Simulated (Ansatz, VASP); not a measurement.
Ru: VASP beside Ansatz

INCAR

```
SYSTEM = Ru
PREC = Accurate
ENCUT = 520
EDIFF = 1E-7
ISMEAR = 0
SIGMA = 0.15
LREAL = .False.
LASPH = .True.
NELM = 100
ALGO = Fast
ISIF = 2
LWAVE = .False.
LCHARG = .False.
NBANDS = 21
```

KPOINTS

```
Automatic mesh
0
Gamma
  21 21 10
  0 0 0
```

File POSCAR:

```
Ru
1.0
    2.5670964504      0.0000000000      0.0000000000
   -1.2835482252      2.2231707400      0.0000000000
    0.0000000000      0.0000000000      4.2267610266
Ru
2
Direct
    0.3333333333      0.6666666667      0.2500000000
    0.6666666667      0.3333333333      0.7500000000
```

Input for Ansatz:

```yaml
crystal:
  lattice:
    - [2.5670964504, 0.0, 0.0]
    - [-1.2835482252, 2.22317074, 0.0]
    - [0.0, 0.0, 4.2267610266]
  atoms:
    - { symbol: Ru, position: [0.3333333333, 0.6666666667, 0.25] }
    - { symbol: Ru, position: [0.6666666667, 0.3333333333, 0.75] }
basis:
  ecutwfc: 420
kpoints:
  mp_grid: { grid: [21, 21, 10] }
hamiltonian:
  xc: lda
  pseudopotentials: { kind: paw, azcp: { folder: soft_1 } }
scf:
  occupations: { method: gaussian, width: 0.15 }
output:
  forces: true
  stress: true
  eigenvalues: true
```

Change from the starting cell: mode 5 frozen in at +0.000 Å, equal normal strain along x and y -0.0400.

Alike in both runs: task single point; functional LDA; k mesh 21 × 21 × 10; occupations gaussian, width 0.15 eV; no spin polarisation.

|  | VASP | Ansatz |
| --- | --- | --- |
| version | VASP 6.6.1 | Ansatz 0.2.0 |
| potentials or method | VASP PAW LDA potentials, release 64 (Ru_pv), cutoff 520 eV | scalar-relativistic, plane waves, PAW |
| valence electrons in the cell | 28 | 32 |

VASP gave:

| Property | Result |
| --- | --- |
| gap on the k mesh at the Fermi level (eV) | none |
| pressure (GPa) | 37.9 |
| traceless stress, the component that is largest in VASP (GPa) | -17.10 |

**Question.** What did Ansatz give for the same quantities?

**Answer.** gap on the k mesh at the Fermi level (eV): none; pressure (GPa): 36.5; traceless stress, the component that is largest in VASP (GPa): -17.08.

Ansatz warns that its potentials were made for another functional, while VASP's fit it. LDA's correlation is that of Perdew and Zunger in VASP and of Perdew and Wang (1992) in Ansatz. A gap of «none» marks a metal or a gap that the smearing closes. Both programs put the cell under a high pressure, so it lies far from rest at this level. VASP's potentials hold 28 valence electrons a cell and Ansatz's 32, so a difference there can come from the potentials and not from the codes.
